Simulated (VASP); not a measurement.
Here is a VASP 6.6.1 calculation.

INCAR

```
  ALGO = Normal
  EDIFF = 1E-7
  ENCUT = 520
  GGA = PS
  ISIF = 2
  ISMEAR = -1
  ISPIN = 2
  ISYM = 0
  LASPH = T
  LCHARG = T
  LELF = T
  LMAXMIX = 4
  LORBIT = 11
  LREAL = Auto
  LVHAR = T
  LWAVE = F
  MAGMOM = 0 0 0 0 0 0 1 1 0 0 0 0 0 0 0 0 0 0 0 0 0 0 0 0 0 0 0 0 0 0 0 0 0 0 0 0 0 0 0 0
  NBANDS = 193
  NELM = 150
  PREC = Accurate
  SIGMA = 0.05
```

The input KPOINTS:

```
Automatic mesh
0
Gamma
  1 1 1
  0.25 0.25 0.25
```

The input POSCAR:

```
Sr3Ti4NbO12
1.0
    7.7828210000      0.0000000000      0.0000000000
    0.0000000000      7.7828210000      0.0000000000
    0.0000000000      0.0000000000      7.7828210000
Sr Nb Ti O
6 2 8 24
Direct
    0.9880100000      0.9922710000      0.9961270000
    0.9917470000      0.4930630000      0.9992430000
    0.0202100000      0.5058610000      0.5003250000
    0.4916030000      0.9931130000      0.9992960000
    0.5203380000      0.0058250000      0.5002510000
    0.4879600000      0.4923390000      0.9962080000
    0.1168870000      0.9552400000      0.4978680000
    0.6168410000      0.4553140000      0.4978700000
    0.2394950000      0.2497070000      0.2490770000
    0.2398410000      0.2511620000      0.7470570000
    0.2526790000      0.7440730000      0.2455370000
    0.2518700000      0.7454470000      0.7526620000
    0.7526820000      0.2440470000      0.2455090000
    0.7521750000      0.2453310000      0.7526540000
    0.7395470000      0.7496630000      0.2490020000
    0.7394600000      0.7510660000      0.7470930000
    0.2845820000      0.2435510000      0.0009180000
    0.1794120000      0.2223820000      0.5009250000
    0.2056930000      0.7609030000      0.0003130000
    0.2826850000      0.7485710000      0.5000500000
    0.7056580000      0.2608730000      0.0002500000
    0.7825280000      0.2485210000      0.5000360000
    0.7846440000      0.7434500000      0.0010310000
    0.6795860000      0.7224150000      0.5009340000
    0.9944820000      0.2344180000      0.2062400000
    0.9951910000      0.2387760000      0.7944670000
    0.9919350000      0.8023440000      0.3125230000
    0.9947260000      0.7987740000      0.6914680000
    0.4918930000      0.3023310000      0.3124630000
    0.4945540000      0.2988910000      0.6913950000
    0.4945110000      0.7344720000      0.2063490000
    0.4952360000      0.7387940000      0.7945650000
    0.2754980000      0.0036250000      0.2672320000
    0.2725100000      0.0047460000      0.7336680000
    0.2119650000      0.5029230000      0.2423020000
    0.2165250000      0.5029600000      0.7582840000
    0.7120010000      0.0029250000      0.2422340000
    0.7165220000      0.0029180000      0.7583470000
    0.7754750000      0.5036200000      0.2672090000
    0.7724100000      0.5046520000      0.7336630000
```

Potentials or basis: VASP PAW PBE potentials, release 64 (Sr_sv, Nb_sv, Ti_sv, O).

The run is started by

```sh
$ cat potpaw_PBE.64/Sr_sv/POTCAR potpaw_PBE.64/Nb_sv/POTCAR potpaw_PBE.64/Ti_sv/POTCAR potpaw_PBE.64/O/POTCAR > POTCAR
$ mpirun -np 1 vasp_std > vasp.out
```

Q: Estimate the band gap on the k mesh.

A: 0.24 eV.

Q: Estimate the largest force.

A: 0.182 eV/Å.

Q: What does it give for the site moments?

A: Sr +0.00, +0.02 (each value once); Nb +0.68; Ti +0.00, -0.01, +0.05, +0.03, +0.04 (each value once); O +0.00, +0.01 (each value once) μB.

Stress tensor (GPa, compression positive):
```
-0.77 -1.89  0.00
-1.89  0.14 -0.03
 0.00 -0.03 -1.00
```

Caveat: semilocal functionals underestimate gaps, and a narrow one can read as zero; the PAW data sets were made with another functional, which shifts forces and pressure a little.
